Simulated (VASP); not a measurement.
A run of VASP 6.6.1 is set up as follows.

File INCAR:

```
SYSTEM = BN
PREC = Accurate
ENCUT = 600
EDIFF = 1E-6
ISMEAR = 0
SIGMA = 0.1
LREAL = .FALSE.
LASPH = .TRUE.
NELM = 120
ALGO = Normal
ISIF = 2
LWAVE = .FALSE.
LCHARG = .FALSE.
GGA = PE
NBANDS = 16
GGA_COMPAT = .FALSE.
```

KPOINTS

```
Automatic mesh
0
G
  6 6 4
  0 0 0
```

The input POSCAR:

```
BN
1.0
    2.5539396017      0.0000000000      0.0000000000
   -1.2769698009      2.2117765748      0.0000000000
    0.0000000000      0.0000000000      4.2268550000
B N
2 2
Direct
    1.1926666667      1.1353333333      1.8267240000
    0.8593333333      1.4686666667      1.3267240000
    1.1926666667      1.1353333333      1.4522760000
    0.8593333333      1.4686666667      0.9522760000
```

Potentials or basis: VASP PAW PBE potentials, release 64 (B, N).

Command:

```console
$ cat potpaw_PBE.64/B/POTCAR potpaw_PBE.64/N/POTCAR > POTCAR
$ mpirun -np 1 vasp_std > vasp.out
```

Task: What does it give for the pressure?

Result: -0.1 GPa.

Task: Estimate the largest force.

Result: 0.019 eV/Å.

Task: Predict the band gap on the k mesh.

Result: 5.20 eV, indirect (least direct gap 8.25 eV).

Stress tensor (GPa, compression positive):
```
 0.23  0.00  0.00
 0.00  0.23  0.00
 0.00  0.00 -0.64
```

Caveat: the k points lie up to 0.47 Å⁻¹ apart. A k mesh can miss the band edges.
